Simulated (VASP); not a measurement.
Write the native input for VASP 6.6.1 that does the following.

```
Task                   : single point
Functional             : PBE
Potentials or basis    : VASP PAW PBE potentials, release 64 (Mg, Zn, O)
Cutoff                 : 520 eV
k mesh                 : 6 × 6 × 6
Occupations            : gaussian, width 0.1 eV
Spin                   : no spin polarisation
Dipole correction      : no
Further INCAR settings : ALGO = Normal; EDIFF = 1e-06; NBANDS = 46
```

The structure of Mg2Zn3O5 lies in POSCAR:

```
Mg2Zn3O5
1.0
   -1.5225896959      2.6372027123      0.0000000000
   -3.0451793917      0.0000000000      0.0000000000
   -1.5225896959      0.8790675708     12.3736721929
Mg Zn O
2 3 5
Direct
    0.1002396675      0.1002396675      0.6992809974
    0.8997603325      0.8997603325      0.3007190026
    0.7004789179      0.7004789179      0.8985632462
    0.5000000000      0.5000000000      0.5000000000
    0.2995210821      0.2995210821      0.1014367538
    0.4013985091      0.4013985091      0.7958044727
    0.7991029296      0.7991029296      0.6026912113
    0.2008970704      0.2008970704      0.3973087887
    0.5986014909      0.5986014909      0.2041955273
    0.0000000000      0.0000000000      0.0000000000
```

The input as run:

INCAR

```
  PREC = Accurate
  ENCUT = 520
  EDIFF = 1E-6
  ISMEAR = 0
  SIGMA = 0.1
  LREAL = False
  LASPH = True
  NELM = 80
  ALGO = Normal
  ISIF = 2
  LWAVE = False
  LCHARG = True
  GGA = PE
  LELF = True
  LVHAR = True
  NBANDS = 46
```

KPOINTS

```
Automatic mesh
0
Gamma
  6 6 6
```

Potentials or basis: VASP PAW PBE potentials, release 64 (Mg, Zn, O).

Command:

```sh
$ cat potpaw_PBE.64/Mg/POTCAR potpaw_PBE.64/Zn/POTCAR potpaw_PBE.64/O/POTCAR > POTCAR
$ mpirun -np 1 vasp_std > vasp.out
```

Results of the run:

| Property | Result |
| --- | --- |
| Pressure | 0.2 GPa |
| Largest force | 0.069 eV/Å |
| Band gap on the k mesh | 1.90 eV (least direct gap 1.92 eV) |

Run time: 2.3 min on 1 thread of Intel(R) Xeon(R) Platinum 8259CL CPU @ 2.50GHz (Skylake/Cascade Lake), with other jobs on the host, peak memory 0.29 GiB.
